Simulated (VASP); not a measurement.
# MnO (Fm-3m) in VASP: a series of runs, part 2 of 2

VASP 6.6.1.

### Step 5. Single point, PBE, collinear spin, ferromagnetic start

INCAR

```
SYSTEM = MnO
ALGO = Normal
EDIFF = 1E-6
ENCUT = 520
GGA = PE
ISIF = 2
ISMEAR = -1
ISPIN = 2
LASPH = .True.
LCHARG = .False.
LMAXMIX = 4
LORBIT = 11
LREAL = .False.
LWAVE = .False.
MAGMOM = 4 0
NBANDS = 20
NELM = 150
PREC = Accurate
SIGMA = 0.1
```

KPOINTS

```
k-points
0
Gamma
  12 12 12
  0 0 0
```

POSCAR

```
MnO
1.0
    0.0000000000      2.2230000000      2.2230000000
    2.2230000000      0.0000000000      2.2230000000
    2.2230000000      2.2230000000      0.0000000000
Mn O
1 1
Direct
    0.0000000000      0.0000000000      0.0000000000
    0.5000000000      0.5000000000      0.5000000000
```

Potentials or basis: VASP PAW PBE potentials, release 64 (Mn_pv, O).

On the command line:

```bash
cat potpaw_PBE.64/Mn_pv/POTCAR potpaw_PBE.64/O/POTCAR > POTCAR
mpirun -np 1 vasp_std > vasp.out
```

OUTCAR:

```text
SYSTEM = MnO
   EDIFF = 1E-6
   ENCUT = 520
   GGA = PE
   ISIF = 2
   ISMEAR = -1
   ISPIN = 2
   LASPH = .True.
   LORBIT = 11
   LREAL = .False.
   NELM = 150
   PREC = Accurate

 ion  position               nearest neighbor table
   1  0.000  0.000  0.000-   2 2.22   2 2.22   2 2.22   2 2.22   2 2.22   2 2.22
   2  0.500  0.500  0.500-   1 2.22   1 2.22   1 2.22   1 2.22   1 2.22   1 2.22

  LATTYP: Found a face centered cubic cell.
 ALAT       =     4.4460000000

  Lattice vectors:

 A1 = (   0.0000000000,   2.2230000000,   2.2230000000)
 A2 = (   2.2230000000,   0.0000000000,   2.2230000000)
 A3 = (   2.2230000000,   2.2230000000,   0.0000000000)

Analysis of symmetry for initial positions (statically):
=====================================================================
 Subroutine PRICEL returns:
 Original cell was already a primitive cell.

 Routine SETGRP: Setting up the symmetry group for a
 face centered cubic supercell.

 Subroutine GETGRP returns: Found 48 space group operations
 (whereof 48 operations were pure point group operations)
 out of a pool of 48 trial point group operations.

The static configuration has the point symmetry O_h .

Analysis of symmetry for dynamics (positions and initial velocities):
=====================================================================
 Subroutine PRICEL returns:
 Original cell was already a primitive cell.

 Routine SETGRP: Setting up the symmetry group for a
 face centered cubic supercell.

 Subroutine GETGRP returns: Found 48 space group operations
 (whereof 48 operations were pure point group operations)
 out of a pool of 48 trial point group operations.

The dynamic configuration has the point symmetry O_h .

Analysis of structural, dynamic, and magnetic symmetry:
=====================================================================
 Subroutine PRICEL returns:
 Original cell was already a primitive cell.

 Routine SETGRP: Setting up the symmetry group for a
 face centered cubic supercell.

 Subroutine GETGRP returns: Found 48 space group operations
 (whereof 48 operations were pure point group operations)
 out of a pool of 48 trial point group operations.

The overall configuration has the point symmetry O_h .

 Subroutine INISYM returns: Found 48 space group operations
 (whereof 48 operations are pure point group operations),
 and found     1 'primitive' translations

----------------------------------------------------------------------------------------

                                     Primitive cell

  volume of cell :      21.9709

  direct lattice vectors                    reciprocal lattice vectors
     0.000000000  2.223000000  2.223000000    -0.224921278  0.224921278  0.224921278
     2.223000000  0.000000000  2.223000000     0.224921278 -0.224921278  0.224921278
     2.223000000  2.223000000  0.000000000     0.224921278  0.224921278 -0.224921278

  length of vectors
     3.143796749  3.143796749  3.143796749     0.389575080  0.389575080  0.389575080

  position of ions in fractional coordinates (direct lattice)
     0.000000000  0.000000000  0.000000000
     0.500000000  0.500000000  0.500000000

  ion indices of the primitive-cell ions
[... 59 lines left out ...]
   total plane-waves  NPLWV =  13824
   dimension x,y,z NGX =    24 NGY =   24 NGZ =   24
   dimension x,y,z NGXF=    48 NGYF=   48 NGZF=   48
   ions per type =               1   1
   NGX,Y,Z   is equivalent  to a cutoff of  12.69, 12.69, 12.69 a.u.
   NGXF,Y,Z  is equivalent  to a cutoff of  25.38, 25.38, 25.38 a.u.
 SYSTEM =  MnO
   PREC   = accura    normal or accurate (medium, high low for compatibility)
   ISTART =      0    job   : 0-new  1-cont  2-samecut
   ICHARG =      2    charge: 1-file 2-atom 10-const
   ISPIN  =      2    spin polarized calculation?
   LNONCOLLINEAR =      F non collinear calculations
   LSORBIT =      F    spin-orbit coupling
   LASPH  =      T    aspherical Exc in radial PAW
   ENCUT  =  520.0 eV  38.22 Ry    6.18 a.u.   5.85  5.85  5.85*2*pi/ulx,y,z
   NELM   =    150;   NELMIN=  2; NELMDL= -5     # of ELM steps
   EDIFF  = 0.1E-05   stopping-criterion for ELM
   LREAL  =      F    real-space projection
   EDIFFG = 0.1E-04   stopping-criterion for IOM
   NSW    =      0    number of steps for IOM
   IBRION =     -1    ionic relax: 0-MD 1-quasi-New 2-CG
   NFREE  =      0    steps in history (QN), initial steepest desc. (CG)
   ISIF   =      2    stress and relaxation
   ISYM   =      2    0-nonsym 1-usesym 2-fastsym
   POTIM  = 0.5000    time-step for ionic-motion
   TEBEG  =    0.0;   TEEND  =   0.0 temperature during run
   PSTRESS=    0.0 pullay stress
   NELECT =      19.0000    total number of electrons
   NUPDOWN=      -1.0000    fix difference up-down
   EMIN   =  10.00;   EMAX   =-10.00  energy-range for DOS
   EFERMI =   0.00;   METHOD = LEGACY
   ISMEAR =    -1;   SIGMA  =   0.10  broadening in eV -4-tet -1-fermi 0-gaus
   EFERMI_NEDOS =   21; number of points for ismear=-14 and -15
   IALGO  =     38    algorithm
   IMIX   =      4    mixing-type and parameters
     AMIX     =   0.40;   BMIX     =  1.00
     AMIX_MAG =   1.60;   BMIX_MAG =  1.00
  volume/ion in A,a.u.               =      10.99        74.13
  Fermi-wavevector in a.u.,A,eV,Ry     =   1.559708  2.947420 33.098734  2.432688
  Thomas-Fermi vector in A             =   2.663027
   LORBIT       =     11    0 simple, 1 ext, 2 COOP (PROOUT), +10 PAW based schemes
   GGA     = PE    functional components
   LHFCALC =     F    Hartree Fock is set to
   AEXX    =    0.0000 exact exchange contribution
   IVDW    =     0    specifies the selected vdW correction
   LEPSILON=     F    determine dielectric tensor
   LRPA    =     F    only Hartree local field effects (RPA)
 spin polarized calculation
  energy-cutoff  :      520.00
  volume of cell :       21.97
 maximum number of plane-waves:       609
   NGX = 11   NGY = 11   NGZ = 11

 number of electron      18.9999991 magnetization       4.7463539

 Free energy of the ion-electron system (eV)
  ---------------------------------------------------
  ext. energy  EPLUGINS =         0.00000000
  ---------------------------------------------------
  free energy    TOTEN  =       -16.41699423 eV

  energy without entropy =      -16.38810079  energy(sigma->0) =      -16.40254751

 E-fermi :   7.5451     XC(G=0): -11.8648

 val. band max:        7.5273495486   @ k =   0.0833   0.0000   0.0000
 cond. band min:       7.5475514539   @ k =  -0.4167   0.4167   0.0833
 fundamental gap:      0.0202019053
 Fermi energy:         7.5451076399

 spin component 1

 k-point     1 :       0.0000    0.0000    0.0000
  band No.  band energies     occupation
      1     -42.8333      1.00000
      2     -42.8333      1.00000
      3     -42.8333      1.00000
      4     -12.7356      1.00000
      5       3.7863      1.00000
      6       3.7863      1.00000
[... 541 lines left out ...]
     19      28.8147      0.00000
     20      31.9008      0.00000

 [... further k-points ...]

 spin component 2

 k-point     1 :       0.0000    0.0000    0.0000
  band No.  band energies     occupation
      1     -38.1876      1.00000
      2     -38.1876      1.00000
      3     -38.1876      1.00000
      4     -12.3013      1.00000
      5       4.1654      1.00000
      6       4.1654      1.00000
[... 541 lines left out ...]
     19      30.3496      0.00000
     20      32.7341      0.00000

 [... further k-points ...]
[... 5 lines left out ...]
  --------------------------------------------------------------------------------------
  -------------------------------------------------------------------------------------
  Total       -0.0540403     -0.0540403     -0.0540403      0.0000000      0.0000000      0.0000000
  in kB       -3.9407598     -3.9407598     -3.9407598      0.0000000      0.0000000      0.0000000
  external PRESSURE =      -3.9407598 kB  Pullay stress =       0.0000000 kB

 VOLUME and BASIS-vectors are now :
 -----------------------------------------------------------------------------
  energy-cutoff  :      520.00
  volume of cell :       21.97
      direct lattice vectors                 reciprocal lattice vectors
     0.000000000  2.223000000  2.223000000    -0.224921278  0.224921278  0.224921278
     2.223000000  0.000000000  2.223000000     0.224921278 -0.224921278  0.224921278
     2.223000000  2.223000000  0.000000000     0.224921278  0.224921278 -0.224921278

 POSITION                                       TOTAL-FORCE (eV/Angst)
 -----------------------------------------------------------------------------------
      0.00000      0.00000      0.00000         0.000000      0.000000      0.000000
      2.22300      2.22300      2.22300         0.000000      0.000000      0.000000
 -----------------------------------------------------------------------------------
    total drift:                                0.000000     -0.000000     -0.000000

  FREE ENERGIE OF THE ION-ELECTRON SYSTEM (eV)
  ---------------------------------------------------
  free  energy   TOTEN  =       -16.4169942316 eV

  energy  without entropy=      -16.3881007947  energy(sigma->0) =      -16.40254751

 total charge

# of ion       s       p       d       tot
------------------------------------------
    1        0.203   6.176   4.976  11.354
    2        1.561   3.413   0.000   4.975
--------------------------------------------------
tot          1.764   9.589   4.976  16.329

 magnetization (x)

# of ion       s       p       d       tot
------------------------------------------
    1        0.034   0.025   4.254   4.314
    2        0.030   0.168   0.000   0.198
--------------------------------------------------
tot          0.064   0.194   4.254   4.512
```

stdout:

```text
POSCAR found type information on POSCAR MnO
 POSCAR found :  2 types and       2 ions
 scaLAPACK will be used
 LDA part: xc-table for (Slater+PW92), standard interpolation
 POSCAR, INCAR and KPOINTS ok, starting setup
 FFT: planning ... GRIDC
 FFT: planning ... GRID_SOFT
 FFT: planning ... GRID
 WAVECAR not read
 entering main loop
```

Run time: 48 s. Hardware: 1 thread of AMD EPYC 7R13 (Zen 3), shared host; peak memory 0.15 GiB.

What came out:

```
Free energy                                           : -16.4170 eV
Pressure                                              : -0.4 GPa
Net moment                                            : 4.75 μB per cell
Site moments                                          : Mn +4.31; O +0.20 μB
Valence electrons inside the program's atomic spheres : Mn 11.35; O 4.97
```

Caveat: a cell with one magnetic atom can't hold antiferromagnetic order, which such compounds often take; semilocal functionals often make such compounds metallic where correlation or magnetic order opens a gap, which also shifts bond lengths. With open d or f shells a metallic result of PBE can be an artefact of self-interaction; +U or a hybrid may open a gap.

### Step 6. Single point, BLYP, collinear spin, ferromagnetic start

INCAR

```
AGGAC = 1.0
AGGAX = 1.0
ALDAC = 0.0
ALDAX = 1.0
ALGO = Normal
EDIFF = 1E-6
ENCUT = 520
GGA = B5
ISIF = 2
ISMEAR = -1
ISPIN = 2
LASPH = True
LCHARG = False
LMAXMIX = 4
LORBIT = 11
LREAL = False
LWAVE = False
MAGMOM = 4 0
NBANDS = 20
NELM = 150
PREC = Accurate
SIGMA = 0.1
```

KPOINTS

```
k-points
0
Gamma
  12 12 12
```

POSCAR is that of step 5.

Potentials or basis: VASP PAW PBE potentials, release 64 (Mn_pv, O).

On the command line:

```bash
cat potpaw_PBE.64/Mn_pv/POTCAR potpaw_PBE.64/O/POTCAR > POTCAR
mpirun -np 1 vasp_std > vasp.out
```

Wall time 53 s (1 thread of AMD EPYC 7R13 (Zen 3), shared host); peak memory 0.15 GiB.

It converged, with:

| Quantity | Value |
| --- | --- |
| Free energy | -15.3046 eV |
| Pressure | 3.5 GPa |
| Net moment | 4.66 μB per cell |
| Site moments | Mn +4.24; O +0.22 μB |
| Valence electrons inside the program's atomic spheres | Mn 11.39; O 4.99 |

Levels at points of the mesh, in eV from the Fermi level:
Spin up:
| k point | band 8 | band 9 | band 10 | band 11 | band 12 | band 13 | band 14 | band 15 | band 16 | band 17 |
| --- | --- | --- | --- | --- | --- | --- | --- | --- | --- | --- |
| (0.00, 0.00, 0.00) | -3.07 | -3.07 | -3.07 | -2.56 | -2.56 | -0.06 | 14.87 | 16.78 | 16.78 | 16.78 |
| (0.50, 0.00, 0.00) | -2.21 | -2.21 | -1.79 | 0.24 | 0.24 | 4.06 | 7.95 | 12.24 | 12.24 | 19.06 |
| (0.50, 0.50, 0.00) | -4.00 | -2.14 | -1.94 | -1.94 | -1.80 | 5.30 | 8.21 | 11.02 | 13.96 | 13.96 |
Spin down:
```csv
k point,band 3,band 4,band 5,band 6,band 7,band 8,band 9,band 10,band 11,band 12
"(0.00, 0.00, 0.00)",-45.69,-19.75,-3.38,-3.38,-3.38,0.52,0.52,0.52,0.90,1.16
"(0.50, 0.00, 0.00)",-45.70,-18.79,-7.35,-4.90,-4.90,1.72,1.72,1.72,3.45,3.45
"(0.50, 0.50, 0.00)",-45.72,-18.83,-6.36,-4.34,-4.34,-0.95,1.73,1.96,2.15,2.15
```

Caveat: the cell stands under pressure; the PAW data sets were made with another functional, which shifts forces and pressure a little; a cell with one magnetic atom can't hold antiferromagnetic order, which such compounds often take; semilocal functionals often make such compounds metallic where correlation or magnetic order opens a gap, which also shifts bond lengths.

### Step 7. Summary

| level | potentials or basis | gap on the mesh (eV) | pressure (GPa) | moment (μB) |
| --- | --- | --- | --- | --- |
| PBEsol | VASP PAW PBE potentials, release 64 (Mn_pv, O) | none | -7.7 | 4.71 |
| LDA | VASP PAW LDA potentials, release 64 (Mn_pv, O) | none | -17.5 | 4.52 |
| RPBE | VASP PAW PBE potentials, release 64 (Mn_pv, O) | none | 5.8 | 4.81 |
| PBE | VASP PAW PBE potentials, release 64 (Mn_pv, O) | none | -0.4 | 4.75 |
| BLYP | VASP PAW PBE potentials, release 64 (Mn_pv, O) | none | 3.5 | 4.66 |

Alike in all rows: task single point; spin collinear, ferromagnetic start; cell as given; k mesh 12 × 12 × 12; cutoff (eV) 520; smearing fermi-dirac 0.1 eV.

Caveats: a cell with one magnetic atom can't hold antiferromagnetic order, which such compounds often take; semilocal functionals often make such compounds metallic where correlation or magnetic order opens a gap, which also shifts bond lengths; the PAW data sets were made with another functional, which shifts forces and pressure a little (at least some runs); the cell stands under tension (at least some runs); the cell stands under pressure (at least some runs).

Absolute energies hang on the potentials; compare differences alone.

The gap in the log of VASP goes by the Fermi energy; the results here count the filled bands.